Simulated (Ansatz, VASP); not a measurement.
**Sb, level by level in two programs**

```
Sb
1.0
     2.15420    1.24373    3.75800
    -2.15420    1.24373    3.75800
     0.00000   -2.48746    3.75800
Sb
2
Direct
  0.76651 0.76651 0.76651
  0.23349 0.23349 0.23349
```

Single points on this cell with VASP 6.6.1 and Ansatz 0.2.0. Each row is one pair of runs. Alike in all rows: spin: off; VASP's potentials, cutoff: VASP PAW PBE potentials, release 64 (Sb), 520 eV; Ansatz's potentials, cutoff: Ansatz PAW, 420 eV.

| level | k mesh | smearing | gap on the k mesh at the Fermi level (eV), VASP | gap on the k mesh at the Fermi level (eV), Ansatz | pressure (GPa), VASP | pressure (GPa), Ansatz | rms of the force components (eV/Å), VASP | rms of the force components (eV/Å), Ansatz |
| --- | --- | --- | --- | --- | --- | --- | --- | --- |
| PBE | 8 × 8 × 8 | gaussian, width 0.014 eV | none | none | 2.8 | 2.7 | 0.107 | 0.081 |
| PBE | 8 × 8 × 8 | gaussian, width 0.015 eV | none | none | 2.8 | 2.7 | 0.107 | 0.081 |
| PBE | 8 × 8 × 8 | gaussian, width 0.017 eV | none | none | 2.8 | 2.7 | 0.107 | 0.082 |
| PBE | 8 × 8 × 8 | gaussian, width 0.019 eV | none | none | 2.8 | 2.7 | 0.107 | 0.082 |
| PBE | 8 × 8 × 8 | gaussian, width 0.021 eV | none | none | 2.8 | 2.7 | 0.107 | 0.082 |
| PBE | 8 × 8 × 8 | gaussian, width 0.022 eV | ? | none | ? | 2.7 | ? | 0.082 |
| HSE06 | 4 × 4 × 4 | fermi-dirac, width 0.05 eV | 0.32 | 0.29 | -0.2 | 0.8 | 0.234 | 0.187 |
| PBE0 | 4 × 4 × 4 | fermi-dirac, width 0.05 eV | 0.93 | 0.81 | -0.4 | 0.7 | 0.264 | 0.231 |

Task: Fill in what VASP gave in row 6.

Result: gap on the k mesh at the Fermi level (eV): none; pressure (GPa): 2.8; rms of the force components (eV/Å): 0.107.

VASP's potentials hold 10 valence electrons a cell and Ansatz's 30, so a difference there can come from the potentials and not from the codes.

A gap of «none» marks a metal or a gap that the smearing closes.

The k mesh is coarse in some rows, so the values compare programs but aren't converged. Neither program's run includes spin-orbit coupling.
